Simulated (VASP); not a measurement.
## Ni: single point with r2SCAN

Crystal: Ni.

```xyz
2
Lattice="2.4316 0.0000 0.0000 -1.2158 2.1058 0.0000 0.0000 0.0000 4.0455" Properties=species:S:1:pos:R:3 pbc="T T T"
Ni    1.2158    0.7019    3.0341
Ni    0.0000    1.4039    1.0114
```

This isn't the form of Ni at room conditions, which is fcc.

```
Program             : VASP 6.6.1
Task                : single point
Functional          : r2SCAN
Potentials or basis : VASP PAW PBE potentials, release 64 (Ni)
Cutoff              : 520 eV
k mesh              : 12 × 12 × 7
Occupations         : fermi-dirac, width 0.05 eV
Spin                : collinear spin, ferromagnetic start
Starting moments    : [1.0, 1.0] μB
```

| Property | Result |
| --- | --- |
| Pressure | 4.3 GPa |
| Net moment | 1.40 μB per cell |
| Site moments | Ni +0.72 μB |
| Valence electrons inside the program's atomic spheres | Ni 9.44 |

Stress tensor (GPa, compression positive):
```
4.73 0.00 0.00
0.00 4.73 0.00
0.00 0.00 3.58
```

Levels at points of the mesh, in eV from the Fermi level:
Spin up:
```
           k point  band 9  band 10  band 11  band 12  band 13  band 14
(0.00, 0.00, 0.00)   -1.97    -1.00    -1.00    -0.66     5.78    24.08
(0.50, 0.00, 0.00)   -0.87    -0.83     1.04     3.20     9.86    10.55
```
Spin down:
```csv
k point,band 7,band 8,band 9,band 10,band 11,band 12
"(0.00, 0.00, 0.00)",-1.46,-1.14,-1.14,-0.85,-0.11,-0.11
"(0.50, 0.00, 0.00)",-1.36,0.07,0.29,0.42,1.87,3.79
```

Wall time 11 min on 1 thread of AMD EPYC 7571 (shared host), peak memory 0.14 GiB.

Caveat: the cell stands under pressure; the PAW data sets were made with another functional, which shifts forces and pressure a little.
